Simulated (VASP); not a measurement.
Wanted: the native input for a VASP 6.6.1 run.

```yaml
Task: single point
Functional: PBE
Potentials_or_basis: VASP PAW PBE potentials, release 64 (Mg)
Cutoff: 520 eV
k_mesh: 10 × 4 × 4
Occupations: fermi-dirac, width 0.272114 eV
Spin: no spin polarisation
Dipole_correction: no
Further_INCAR_settings: ALGO = Fast; EDIFF = 1e-06; NBANDS = 7; ISYM = 0
```

The structure of Mg lies in POSCAR:

```
Mg
1.0
    3.0502998005      0.0000000000      0.0000000000
   -1.5251499003      2.6416371164      0.0000000000
    0.0000000000      0.0000000000      3.0448375700
Mg
1
Direct
    0.0000000000      0.0000000000      0.0000000000
```

One way to write it, as run:

INCAR

```
PREC = Accurate
ENCUT = 520
EDIFF = 1E-6
ISMEAR = -1
SIGMA = 0.27211386245988
LREAL = F
LASPH = T
NELM = 80
ALGO = Fast
ISIF = 2
LWAVE = F
LCHARG = T
GGA = PE
LELF = T
LVHAR = T
ISYM = 0
NBANDS = 7
```

KPOINTS

```
regular mesh
0
Gamma
  10 4 4
```

Potentials or basis: VASP PAW PBE potentials, release 64 (Mg).

Launch:

```sh
$ cat potpaw_PBE.64/Mg/POTCAR > POTCAR
$ mpirun -np 1 vasp_std > vasp.out
```

Results of the run:

```yaml
Pressure: 1.0 GPa
Band_gap_on_the_k_mesh: zero (band 1 reaches 4.48 eV, above the bottom of band 2 at -0.08 eV)
```

Caveat: the k points lie up to 0.59 Å⁻¹ apart.

Run time: 7.3 s on 1 thread of AMD EPYC 7R13 Processor (Zen 3), with other jobs on the host, peak memory 0.11 GiB.
